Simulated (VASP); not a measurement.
Set up this calculation in VASP 6.6.1, as the native input.

```yaml
Task: relaxation of cell and atoms
Functional: r2SCAN
Potentials_or_basis: VASP PAW PBE potentials, release 64 (Na_pv, F)
Cutoff: 600 eV
k_mesh: 8 × 8 × 8
Occupations: fermi-dirac, width 0.02 eV
Spin: no spin polarisation
Dipole_correction: no
Further_INCAR_settings: ALGO = Normal; EDIFF = 1e-06; IBRION = 2; EDIFFG = -0.005; NSW = 80; ISIF = 3
```

NaF:

```
CELL_PARAMETERS angstrom
2.86480 0.00000 0.00000
0.00000 2.86480 0.00000
0.00000 0.00000 2.86480
ATOMIC_POSITIONS crystal
Na 0.00000 0.00000 0.00000
F 0.50000 0.50000 0.50000
```

One way to write it, as run:

POSCAR

```
NaF
1.0
    2.8648044011      0.0000000000      0.0000000000
    0.0000000000      2.8648044011      0.0000000000
    0.0000000000      0.0000000000      2.8648044011
Na F
1 1
Direct
    0.0000000000      0.0000000000      0.0000000000
    0.5000000000      0.5000000000      0.5000000000
```

INCAR.step1

```
PREC = Accurate ; ENCUT = 600
ISMEAR = -1 ; SIGMA = 0.02
LREAL = F ; LASPH = T
NELM = 60 ; GGA = PE
ALGO = Normal ; EDIFF = 1E-4
LWAVE = T ; LCHARG = F
```

INCAR.step2

```
PREC = Accurate ; ENCUT = 600
EDIFF = 1E-6 ; ISMEAR = -1
SIGMA = 0.02 ; LREAL = F
LASPH = T ; NELM = 60
ALGO = Normal ; ISIF = 3
LWAVE = F ; LCHARG = F
METAGGA = R2SCAN ; LMIXTAU = T
IBRION = 2 ; NSW = 80
EDIFFG = -0.005 ; ISTART = 1
```

KPOINTS

```
regular mesh
0
Gamma
  8 8 8
```

Potentials or basis: VASP PAW PBE potentials, release 64 (Na_pv, F).

Launch:

```sh
$ cat potpaw_PBE.64/Na_pv/POTCAR potpaw_PBE.64/F/POTCAR > POTCAR
$ cp INCAR.step1 INCAR
$ mpirun -np 1 vasp_std > vasp.out
$ cp INCAR.step2 INCAR
$ mpirun -np 1 vasp_std > vasp.out
```

It gave:

| Quantity | Value |
| --- | --- |
| Relaxed volume | 10.70 Å³/atom |
| Relaxed cell | a = 2.776 Å, b = 2.776 Å, c = 2.776 Å, α = 90.00°, β = 90.00°, γ = 90.00° |
| Space group after relaxing (to 0.05 Å) | Pm-3m (No. 221) |
| Energy gained by relaxing | 17.4 meV/atom |
| Ionic steps | 5 |
| Pressure after relaxing | 0.0 GPa |
| Band gap on the k mesh | 7.25 eV, indirect (least direct gap 7.60 eV) |

Caveat: the PAW data sets were made with another functional, which shifts forces and pressure a little.

Wall time 2.4 min on 1 thread of Oxide Virtual Turin-like Processor, on a shared host, peak memory 0.11 GiB.
